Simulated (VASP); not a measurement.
Write the native input for VASP 6.6.1 that does the following.

* Task: relaxation of cell and atoms
* Functional: PBE
* Potentials or basis: VASP PAW PBE potentials, release 64 (Zn)
* Cutoff: 500 eV
* k mesh: 10 × 10 × 10
* Occupations: fermi-dirac, width 0.05 eV
* Spin: no spin polarisation
* Dipole correction: no
* Further INCAR settings: ALGO = Normal; EDIFF = 1e-07; IBRION = 2; EDIFFG = -0.03; NSW = 80; ISIF = 3

The structure of Zn lies in POSCAR:

```
Zn
1.0
   -1.5650000000      1.5650000000      1.5650000000
    1.5650000000     -1.5650000000      1.5650000000
    1.5650000000      1.5650000000     -1.5650000000
Zn
1
Direct
    0.0000000000      0.0000000000      0.0000000000
```

This isn't the form of Zn at room conditions, which is hcp.

The input as run:

INCAR

```
  ALGO = Normal
  EDIFF = 1E-7
  EDIFFG = -0.03
  ENCUT = 500
  GGA = PE
  GGA_COMPAT = False
  IBRION = 2
  ISIF = 3
  ISMEAR = -1
  LASPH = True
  LCHARG = False
  LREAL = False
  LWAVE = False
  NELM = 120
  NELMIN = 4
  NSW = 80
  PREC = Accurate
  SIGMA = 0.05
```

KPOINTS

```
k-points
0
Gamma
  10 10 10
```

Potentials or basis: VASP PAW PBE potentials, release 64 (Zn).

Run with:

```bash
$ cat potpaw_PBE.64/Zn/POTCAR > POTCAR
$ mpirun -np 1 vasp_std > vasp.out
```

It gave:

```
Relaxed volume                        : 15.43 Å³/atom
Relaxed cell                          : a = 2.716 Å, b = 2.716 Å, c = 2.716 Å, α = 109.47°, β = 109.47°, γ = 109.47°
Space group after relaxing (to 0.1 Å) : Im-3m (No. 229)
Energy gained by relaxing             : 0.1 meV/atom
Ionic steps                           : 2
Pressure after relaxing               : 0.0 GPa
Band gap on the k mesh                : zero (bands 6 and 7 overlap by 5.18 eV)
```

Wall time 11 s on 1 thread of Intel Xeon 8259CL, on a shared host, peak memory 0.12 GiB.
